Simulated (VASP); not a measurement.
# KCl (P6_3/mmc) in VASP: settings compared, part 2 of 2

VASP 6.6.1. Earlier steps stand in the parts before.

### Step 5. Single point, r2SCAN (29.27 Å³/atom)

This run uses another cell than the first one, of 29.27 Å³/atom.

The input, POSCAR:

```
KCl
1.0
    4.2514799181      0.0000000000      0.0000000000
   -2.1257399590      3.6818896127      0.0000000000
    0.0000000000      0.0000000000      7.4800921931
K Cl
2 2
Direct
    0.0000000000      0.0000000000      0.0000000000
    0.0000000000      0.0000000000      0.5000000000
    0.3333333333      0.6666666667      0.2500000000
    0.6666666667      0.3333333333      0.7500000000
```

The input, INCAR.step1:

```
ALGO     = Normal         # electronic algorithm
EDIFF    = 1E-4           # SCF threshold, eV
ENCUT    = 520            # plane-wave cutoff, eV
GGA      = PE             # functional
ISMEAR   = 0              # smearing method
LASPH    = T              # aspherical terms in the spheres
LCHARG   = F              # write CHGCAR
LREAL    = F              # projectors in reciprocal space
LWAVE    = T              # write WAVECAR
NBANDS   = 24             # bands
NELM     = 60             # most SCF steps
PREC     = Accurate       # precision mode
SIGMA    = 0.01           # smearing width, eV
```

The input, INCAR.step2:

```
ALGO     = Normal         # electronic algorithm
EDIFF    = 1E-7           # SCF threshold, eV
ENCUT    = 520            # plane-wave cutoff, eV
ISIF     = 2              # what is computed and relaxed
ISMEAR   = 0              # smearing method
ISTART   = 1            
LASPH    = T              # aspherical terms in the spheres
LCHARG   = T              # write CHGCAR
LELF     = T              # ELF
LMIXTAU  = T            
LREAL    = F              # projectors in reciprocal space
LVHAR    = T            
LWAVE    = F              # write WAVECAR
METAGGA  = R2SCAN         # meta-GGA
NBANDS   = 24             # bands
NELM     = 60             # most SCF steps
PREC     = Accurate       # precision mode
SIGMA    = 0.01           # smearing width, eV
```

The input, KPOINTS:

```
k-points
0
Gamma
  6 6 4
```

Potentials or basis: VASP PAW PBE potentials, release 64 (K_sv, Cl).

Run with:

```bash
$ cat potpaw_PBE.64/K_sv/POTCAR potpaw_PBE.64/Cl/POTCAR > POTCAR
$ cp INCAR.step1 INCAR
$ mpirun -np 1 vasp_std > vasp.out
$ cp INCAR.step2 INCAR
$ mpirun -np 1 vasp_std > vasp.out
```

OUTCAR:

```text
EDIFF = 1E-7
   ENCUT = 520
   ISIF = 2
   ISMEAR = 0
   ISTART = 1
   LASPH = T
   LREAL = F
   METAGGA = R2SCAN
   NELM = 60
   PREC = Accurate

 ion  position               nearest neighbor table
   1  0.000  0.000  0.000-   3 3.09   4 3.09   3 3.09   4 3.09   4 3.09   3 3.09   2 3.74   2 3.74

   2  0.000  0.000  0.500-   3 3.09   4 3.09   3 3.09   4 3.09   4 3.09   3 3.09   1 3.74   1 3.74

   3  0.333  0.667  0.250-   1 3.09   2 3.09   1 3.09   2 3.09   1 3.09   2 3.09
   4  0.667  0.333  0.750-   1 3.09   2 3.09   1 3.09   2 3.09   1 3.09   2 3.09

  LATTYP: Found a hexagonal cell.
 ALAT       =     4.2514799181
 C/A-ratio  =     1.7594090381

  Lattice vectors:

 A1 = (   4.2514799181,   0.0000000000,   0.0000000000)
 A2 = (  -2.1257399590,   3.6818896127,   0.0000000000)
 A3 = (   0.0000000000,   0.0000000000,   7.4800921931)

Analysis of symmetry for initial positions (statically):
=====================================================================
 Subroutine PRICEL returns:
[... 170 lines left out ...]
  free energy    TOTEN  =       -32.86349395 eV

  energy without entropy =      -32.86349395  energy(sigma->0) =      -32.86349395

 E-fermi :  -1.8552     XC(G=0):  -8.2304

 val. band max:       -1.9266863025   @ k =   0.0000   0.0000   0.0000
 cond. band min:       4.0628185475   @ k =   0.0000   0.0000   0.0000
 fundamental gap:      5.9895048500
 Fermi energy:        -1.8552345216

 k-point     1 :       0.0000    0.0000    0.0000
  band No.  band energies     occupation
      1     -30.2385      2.00000
      2     -30.2113      2.00000
      3     -14.9967      2.00000
      4     -14.7322      2.00000
      5     -12.9313      2.00000
      6     -12.9313      2.00000
[... 556 lines left out ...]
     23       9.0936      0.00000
     24       9.0936      0.00000

------------------------ aborting loop because EDIFF is reached ----------------------------------------

  FORCE on cell =-STRESS in cart. coord.  units (eV):
  Direction    XX          YY          ZZ          XY          YZ          ZX
  --------------------------------------------------------------------------------------
  -------------------------------------------------------------------------------------
  Total        0.9842611      0.9842611      1.0949824      0.0000000     -0.0000000      0.0000000
  in kB       13.4679989     13.4679989     14.9830374      0.0000000     -0.0000000      0.0000000
  external PRESSURE =      13.9730117 kB  Pullay stress =       0.0000000 kB

 VOLUME and BASIS-vectors are now :
 -----------------------------------------------------------------------------
  energy-cutoff  :      520.00
  volume of cell :      117.09
      direct lattice vectors                 reciprocal lattice vectors
     4.251479918  0.000000000  0.000000000     0.235212213  0.135799834  0.000000000
    -2.125739959  3.681889613  0.000000000     0.000000000  0.271599669  0.000000000
     0.000000000  0.000000000  7.480092193     0.000000000  0.000000000  0.133688192

 POSITION                                       TOTAL-FORCE (eV/Angst)
 -----------------------------------------------------------------------------------
      0.00000      0.00000      0.00000        -0.000000      0.000000     -0.000000
      0.00000      0.00000      3.74005        -0.000000      0.000000     -0.000000
     -0.00000      2.45459      1.87002         0.000000      0.000000      0.000000
      2.12574      1.22730      5.61007         0.000000      0.000000     -0.000000
 -----------------------------------------------------------------------------------
    total drift:                                0.000000     -0.000000      0.000000

  FREE ENERGIE OF THE ION-ELECTRON SYSTEM (eV)
  ---------------------------------------------------
  free  energy   TOTEN  =       -32.8634939524 eV

  energy  without entropy=      -32.8634939524  energy(sigma->0) =      -32.86349395
```

OUTCAR.step1:

```text
EDIFF = 1E-4
   ENCUT = 520
   GGA = PE
   ISMEAR = 0
[... 795 lines left out ...]
      0.00000      0.00000      0.00000        -0.000000      0.000000      0.000000
      0.00000      0.00000      3.74005        -0.000000      0.000000      0.000000
     -0.00000      2.45459      1.87002         0.000000      0.000000     -0.000000
      2.12574      1.22730      5.61007        -0.000000     -0.000000      0.000000
 -----------------------------------------------------------------------------------
    total drift:                                0.000000     -0.000000      0.000000

  FREE ENERGIE OF THE ION-ELECTRON SYSTEM (eV)
  ---------------------------------------------------
  free  energy   TOTEN  =       -13.4209511655 eV

  energy  without entropy=      -13.4209511655  energy(sigma->0) =      -13.42095117
```

It took 1.9 min on 1 thread of Intel Xeon 6975P-C (Granite Rapids), shared host; peak memory 0.25 GiB.

What came out:

```
Free energy            : -32.8635 eV
Pressure               : 1.4 GPa
Band gap on the k mesh : 5.99 eV
```

Levels at points of the mesh, in eV from the valence-band top:
| k point | band 13 | band 14 | band 15 | band 16 | band 17 | band 18 | band 19 | band 20 |
| --- | --- | --- | --- | --- | --- | --- | --- | --- |
| (0.00, 0.00, 0.00) | -0.31 | -0.16 | 0.00 | 0.00 | 5.99 | 7.94 | 8.32 | 9.37 |
| (0.50, 0.00, 0.00) | -0.61 | -0.47 | -0.40 | -0.23 | 7.28 | 8.52 | 8.59 | 9.52 |
| (0.00, 0.00, 0.50) | -0.16 | -0.16 | -0.16 | -0.16 | 7.25 | 7.25 | 8.65 | 8.65 |
| (0.50, 0.00, 0.50) | -0.46 | -0.46 | -0.31 | -0.31 | 7.97 | 7.97 | 8.77 | 8.77 |

Caveat: the PAW data sets were made with another functional, which shifts forces and pressure a little. A k mesh can miss the band edges.

### Step 6. Overview

```tsv
level	cell	gap on the mesh (eV)	pressure (GPa)
PBE	a = 4.410, b = 4.410, c = 7.734 Å, angles 90.0, 90.0, 120.0°, 4 atoms	4.98	0.0
PBE	a = 4.454, b = 4.454, c = 7.811 Å, angles 90.0, 90.0, 120.0°, 4 atoms	4.89	-0.4
PBE	a = 4.497, b = 4.497, c = 7.886 Å, angles 90.0, 90.0, 120.0°, 4 atoms	4.80	-0.8
r2SCAN	a = 4.251, b = 4.251, c = 7.480 Å, angles 90.0, 90.0, 120.0°, 4 atoms	5.99	1.4
```

Alike in all rows: task single point; potentials or basis VASP PAW PBE potentials, release 64 (K_sv, Cl); no spin polarisation; k mesh 6 × 6 × 4; cutoff (eV) 520; smearing gaussian 0.01 eV.

Caveats: the PAW data sets were made with another functional, which shifts forces and pressure a little (at least some runs).

Total energies depend on the potentials used, so only differences within one code and one set of settings carry meaning.
